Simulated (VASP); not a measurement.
# Ta4S in VASP: a series of runs, part 2 of 2

VASP 6.6.1. The steps go on from the part before.

**3. Relaxation of the atoms, LDA**

Input file INCAR:

```
PREC = Accurate
ENCUT = 520
EDIFF = 1E-6
ISMEAR = 0
SIGMA = 0.1
LREAL = False
LASPH = True
NELM = 60
ALGO = Fast
ISIF = 2
LWAVE = False
LCHARG = False
LDIPOL = True
IDIPOL = 3
DIPOL = 0.5 0.5 0.360
GGA = CA
IBRION = 2
NSW = 50
EDIFFG = -0.025
```

Input file KPOINTS:

```
regular mesh
0
Gamma
  8 8 1
```

Input file POSCAR:

```
Ta4S
1.0
    3.2528501163      0.0000000000      0.0000000000
    0.0000000000      3.2528501163      0.0000000000
    0.0000000000      0.0000000000     20.2133955625
Ta S
4 1
Selective dynamics
Direct
    0.5000000000      0.5000000000      0.1978885728  F F F
    0.0000000000      0.0000000000      0.2783513062  F F F
    0.5000000000      0.5000000000      0.3580225063  F F F
    0.0000000000      0.0000000000      0.4310703531  T T T
    0.2500000000      0.7500000000      0.5326927055  F F T
```

Potentials or basis: VASP PAW LDA potentials, release 64 (Ta_pv, S).

The run is started by

```sh
$ cat potpaw_LDA.64/Ta_pv/POTCAR potpaw_LDA.64/S/POTCAR > POTCAR
$ mpirun -np 1 vasp_std > vasp.out
```

OUTCAR:

```text
PREC = Accurate
   ENCUT = 520
   EDIFF = 1E-6
   ISMEAR = 0
   LREAL = False
   LASPH = True
   NELM = 60
   ISIF = 2
   GGA = CA
   IBRION = 2
   NSW = 50
   EDIFFG = -0.025

 ion  position               nearest neighbor table
   1  0.500  0.500  0.198-   2 2.82   2 2.82   2 2.82   2 2.82   3 3.24
   2  0.000  0.000  0.278-   3 2.81   3 2.81   3 2.81   3 2.81   1 2.82   1 2.82   1 2.82   1 2.82
                             4 3.09
   3  0.500  0.500  0.358-   4 2.73   4 2.73   4 2.73   4 2.73   2 2.81   2 2.81   2 2.81   2 2.81
                             1 3.24
   4  0.000  0.000  0.431-   5 2.35   3 2.73   3 2.73   3 2.73   3 2.73   2 3.09
   5  0.250  0.750  0.533-   4 2.35

  LATTYP: Found a simple tetragonal cell.
 ALAT       =     3.2528501163
 C/A-ratio  =     6.2140568547

  Lattice vectors:

 A1 = (   3.2528501163,   0.0000000000,   0.0000000000)
 A2 = (   0.0000000000,   3.2528501163,   0.0000000000)
 A3 = (   0.0000000000,   0.0000000000,  20.2133955625)

Analysis of symmetry for initial positions (statically):
=====================================================================
 Subroutine PRICEL returns:
 Original cell was already a primitive cell.

 Routine SETGRP: Setting up the symmetry group for a
 simple tetragonal supercell.

 Subroutine GETGRP returns: Found  2 space group operations
 (whereof  2 operations were pure point group operations)
 out of a pool of 16 trial point group operations.

The static configuration has the point symmetry C_1h.

Analysis of symmetry for dynamics (positions and initial velocities):
=====================================================================
 Subroutine PRICEL returns:
 Original cell was already a primitive cell.

 Routine SETGRP: Setting up the symmetry group for a
 simple tetragonal supercell.

 Subroutine GETGRP returns: Found  2 space group operations
 (whereof  2 operations were pure point group operations)
 out of a pool of 16 trial point group operations.

The dynamic configuration has the point symmetry C_1h.

Analysis of constrained symmetry for selective dynamics:
=====================================================================
 Subroutine PRICEL returns:
 Original cell was already a primitive cell.

 Routine SETGRP: Setting up the symmetry group for a
 simple tetragonal supercell.

 Subroutine GETGRP returns: Found  2 space group operations
 (whereof  2 operations were pure point group operations)
 out of a pool of 16 trial point group operations.

The constrained configuration has the point symmetry C_1h.

 Subroutine INISYM returns: Found  2 space group operations
 (whereof  2 operations are pure point group operations),
 and found     1 'primitive' translations

----------------------------------------------------------------------------------------

                                     Primitive cell

  volume of cell :     213.8786

  direct lattice vectors                    reciprocal lattice vectors
     3.252850116  0.000000000  0.000000000     0.307422711  0.000000000  0.000000000
     0.000000000  3.252850116  0.000000000     0.000000000  0.307422711  0.000000000
     0.000000000  0.000000000 20.213395563     0.000000000  0.000000000  0.049472143

  length of vectors
[... 100 lines left out ...]
   EFERMI_NEDOS =   21; number of points for ismear=-14 and -15
   IALGO  =     68    algorithm
   IMIX   =      4    mixing-type and parameters
     AMIX     =   0.40;   BMIX     =  1.00
     AMIX_MAG =   1.60;   BMIX_MAG =  1.00
  volume/ion in A,a.u.               =      42.78       288.66
  Fermi-wavevector in a.u.,A,eV,Ry     =   1.008500  1.905788 13.838096  1.017071
  Thomas-Fermi vector in A             =   2.141370
   LORBIT       =      0    0 simple, 1 ext, 2 COOP (PROOUT), +10 PAW based schemes
   GGA     = CA    functional components
   LHFCALC =     F    Hartree Fock is set to
   AEXX    =    0.0000 exact exchange contribution
   IVDW    =     0    specifies the selected vdW correction
   LEPSILON=     F    determine dielectric tensor
   LRPA    =     F    only Hartree local field effects (RPA)
 conjugate gradient relaxation of ions
 non-spin polarized calculation
 RMM-DIIS sequential band-by-band and
 Gauss-broadening in eV      SIGMA  =   0.10
  energy-cutoff  :      520.00
  volume of cell :      213.88
 maximum number of plane-waves:      5812
   NGX = 13   NGY = 13   NGZ = 75

--------------------------------------- Ionic step        1  -------------------------------------------

 number of electron      50.0000007 magnetization

 Free energy of the ion-electron system (eV)
  ---------------------------------------------------
  ext. energy  EPLUGINS =         0.00000000
  ---------------------------------------------------
  free energy    TOTEN  =       -53.17615396 eV

  energy without entropy =      -53.15421360  energy(sigma->0) =      -53.16518378

------------------------ aborting loop because EDIFF is reached ----------------------------------------

  FORCE on cell =-STRESS in cart. coord.  units (eV):
  Direction    XX          YY          ZZ          XY          YZ          ZX
  --------------------------------------------------------------------------------------
  -------------------------------------------------------------------------------------
  Total       -3.4787024     -3.4787024     -2.1976376     -0.7789159     -0.2483367      0.2483367
  in kB      -26.0591642    -26.0591642    -16.4626322     -5.8349045     -1.8603050      1.8603045
  external PRESSURE =     -22.8603202 kB  Pullay stress =       0.0000000 kB
[... 98 lines left out ...]
  FREE ENERGIE OF THE ION-ELECTRON SYSTEM (eV)
  ---------------------------------------------------
  free  energy   TOTEN  =       -53.4846520933 eV

  energy  without entropy=      -53.4637992396  energy(sigma->0) =      -53.47422567

 E-fermi :  -0.0116     XC(G=0):  -6.1480

 val. band max:       -0.0355452804   @ k =  -0.2500   0.2500   0.0000
 cond. band min:      -0.0104354629   @ k =   0.2500   0.1250   0.0000
 fundamental gap:      0.0251098175
 Fermi energy:        -0.0116013587

 k-point     1 :       0.0000    0.0000    0.0000
  band No.  band energies     occupation
      1     -35.0928      2.00000
      2     -34.7345      2.00000
      3     -34.6442      2.00000
      4     -34.5506      2.00000
      5     -34.5167      2.00000
      6     -34.4952      2.00000
[... 682 lines left out ...]
     29       2.2800      0.00000
     30       2.5320      0.00000

 dipolmoment           0.000000      0.000000     -0.019795 electrons x Angstroem

 vacuum level on the upper side and lower side of the slab       (xc-potential included)        -0.031        -0.512

[... ionic steps 4 to 36 ...]

--------------------------------------- Ionic step       37  -------------------------------------------

 number of electron      50.0000000 magnetization

------------------------ aborting loop because EDIFF is reached ----------------------------------------
[... 73 lines left out ...]
--------------------------------------- Ionic step       39  -------------------------------------------

 number of electron      50.0000000 magnetization

 dipolmoment           0.000000      0.000000      0.030800 electrons x Angstroem

 Free energy of the ion-electron system (eV)
  ---------------------------------------------------
  ext. energy  EPLUGINS =         0.00000000
  ---------------------------------------------------
  free energy    TOTEN  =       -54.08444105 eV

  energy without entropy =      -54.05634834  energy(sigma->0) =      -54.07039470

 E-fermi :   0.0997     XC(G=0):  -6.1305

 val. band max:        0.0648511273   @ k =   0.5000   0.1250   0.0000
 cond. band min:       0.1368271800   @ k =  -0.1250   0.3750   0.0000
 fundamental gap:      0.0719760527
 Fermi energy:         0.0996606102

 k-point     1 :       0.0000    0.0000    0.0000
  band No.  band energies     occupation
      1     -34.6505      2.00000
      2     -34.6029      2.00000
      3     -34.4428      2.00000
      4     -34.3918      2.00000
      5     -34.3888      2.00000
      6     -34.3781      2.00000
[... 682 lines left out ...]
     29       2.6330      0.00000
     30       3.0262      0.00000

------------------------ aborting loop because EDIFF is reached ----------------------------------------

 vacuum level on the upper side and lower side of the slab       (xc-potential included)         0.116        -0.464

  FORCE on cell =-STRESS in cart. coord.  units (eV):
  Direction    XX          YY          ZZ          XY          YZ          ZX
  --------------------------------------------------------------------------------------
  -------------------------------------------------------------------------------------
  Total       -6.1858660     -6.1858660     -3.9559830     -0.7660965     -3.4543624      3.4543625
  in kB      -46.3386853    -46.3386853    -29.6345014     -5.7388741    -25.8768315     25.8768326
  external PRESSURE =     -40.7706240 kB  Pullay stress =       0.0000000 kB
[... 20 lines left out ...]
  FREE ENERGIE OF THE ION-ELECTRON SYSTEM (eV)
  ---------------------------------------------------
  free  energy   TOTEN  =       -54.0844410536 eV

  energy  without entropy=      -54.0563483446  energy(sigma->0) =      -54.07039470

 reached required accuracy - stopping structural energy minimisation

 vacuum level on the upper side and lower side of the slab         4.676         4.082
```

Wall time 1.6 h (1 thread of Oxide Virtual Turin-like, shared host); peak memory 0.27 GiB.

Results:

```
Free energy               : -54.0844 eV
Energy gained by relaxing : 181.7 meV/atom
Ionic steps               : 39
Band gap on the k mesh    : zero (bands 25 and 26 overlap by 0.42 eV)
```

The path:
| step | energy change (eV) | largest force on free atoms (eV/Å) | pressure (GPa) |
| --- | --- | --- | --- |
| 1 | 0.0000 | 3.4047 | -2.29 |
| 2 | -0.2869 | 1.5773 | -1.57 |
| 3 | -0.3085 | 1.0453 | -1.86 |
| 4 | -0.3706 | 0.7912 | -2.43 |
| 5 | -0.4660 | 0.5078 | -3.99 |
| 6 | -0.4845 | 0.6185 | -4.64 |
| 7 | -0.4689 | 1.1079 | -5.80 |
| 8 | -0.4888 | 0.7748 | -4.97 |
| 9 | -0.5051 | 0.8540 | -4.89 |
| 10 | -0.5129 | 0.3375 | -4.94 |
| 11 | -0.5213 | 0.2853 | -4.92 |
| 12 | -0.5396 | 0.2522 | -4.86 |
| 13 | -0.5524 | 0.5087 | -4.71 |
| 14 | -0.5242 | 2.7337 | -4.08 |
| 15 | -0.5557 | 0.6099 | -4.67 |
| 16 | -0.5614 | 1.4967 | -4.47 |
| 17 | -0.5623 | 1.0681 | -4.57 |
| 18 | -0.5647 | 1.0801 | -4.55 |
| 19 | -0.5721 | 1.1197 | -4.50 |
| 20 | -0.5875 | 1.2252 | -4.39 |
| 21 | -0.6195 | 1.5172 | -4.14 |
| 22 | -0.6733 | 2.3736 | -3.45 |
| 23 | -0.4111 | 4.2113 | -1.12 |
| 24 | -0.6767 | 2.5174 | -3.32 |
| 25 | -0.6984 | 2.5205 | -3.13 |
| 26 | -0.7274 | 2.5021 | -2.58 |
| 27 | -0.7546 | 2.2156 | -2.62 |
| 28 | -0.8161 | 1.3708 | -2.71 |
| 29 | -0.8488 | 0.5790 | -2.75 |
| 30 | -0.8520 | 0.3908 | -2.76 |
| 31 | -0.8551 | 0.3768 | -2.79 |
| 32 | -0.8638 | 0.3400 | -2.91 |
| 33 | -0.8788 | 0.2732 | -3.13 |
| 34 | -0.8989 | 0.1853 | -3.54 |
| 35 | -0.9030 | 0.2706 | -4.28 |
| 36 | -0.9069 | 0.2015 | -4.00 |
| 37 | -0.9075 | 0.1480 | -4.07 |
| 38 | -0.9080 | 0.0499 | -4.04 |
| 39 | -0.9083 | 0.0209 | -4.08 |

Final structure:
```yaml
crystal:
  lattice:
    - [3.25285, 0.00000, 0.00000]
    - [0.00000, 3.25285, 0.00000]
    - [0.00000, 0.00000, 20.21340]
  atoms:
    - { symbol: Ta, position: [0.50000, 0.50000, 0.19789] }
    - { symbol: Ta, position: [0.00000, 0.00000, 0.27835] }
    - { symbol: Ta, position: [0.50000, 0.50000, 0.35802] }
    - { symbol: Ta, position: [0.78173, 0.21827, 0.46789] }
    - { symbol: S, position: [0.25000, 0.75000, 0.51642] }
```

Caveat: spin-orbit coupling is left out, which moves the levels of the heavy elements.

The gap in the log of VASP goes by the Fermi energy; the results here count the filled bands.